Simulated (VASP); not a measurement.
A run of VASP 6.6.1:

INCAR

```
SYSTEM = CoSi2
PREC = Accurate
ENCUT = 520
EDIFF = 1E-6
ISMEAR = 0
SIGMA = 0.1
LREAL = .False.
LASPH = .True.
NELM = 100
ALGO = Normal
ISIF = 2
LWAVE = .False.
LCHARG = .False.
LDIPOL = .True.
IDIPOL = 3
DIPOL = 0.5 0.5 0.500
GGA = PE
NBANDS = 46
```

The input KPOINTS:

```
regular mesh
0
Gamma
  9 9 1
  0 0 0
```

The input POSCAR:

```
CoSi2
1.0
    3.7897960487      0.0000000000      0.0000000000
   -1.8948980243      3.2820596533      0.0000000000
    0.0000000000      0.0000000000     25.8302443066
Si Co
8 4
Direct
    0.0000000000      0.0000000000      0.2956384570
    0.3333333333      0.6666666667      0.3507329684
    0.6666666667      0.3333333333      0.4103681474
    0.0000000000      0.0000000000      0.4693089930
    0.3333333333      0.6666666667      0.5306910017
    0.6666666667      0.3333333333      0.5896318542
    0.0000000000      0.0000000000      0.6492670334
    0.3333333333      0.6666666667      0.7043615456
    0.6666666667      0.3333333333      0.3214711921
    0.3333333333      0.6666666667      0.4409022699
    0.0000000000      0.0000000000      0.5590977276
    0.6666666667      0.3333333333      0.6785288098
```

Potentials or basis: VASP PAW PBE potentials, release 64 (Si, Co).

The run is started by

```console
$ cat potpaw_PBE.64/Si/POTCAR potpaw_PBE.64/Co/POTCAR > POTCAR
$ mpirun -np 1 vasp_std > vasp.out
```

Hardware: 1 thread of Intel(R) Xeon(R) 6975P-C (Granite Rapids), with other jobs on the host.

**Question.** Estimate the wall time of this run.

**Answer.** Wall time 4.3 min on 1 thread of Intel(R) Xeon(R) 6975P-C (Granite Rapids) (shared host), peak memory 0.42 GiB. Counts: scf iterations 28, k points 12.
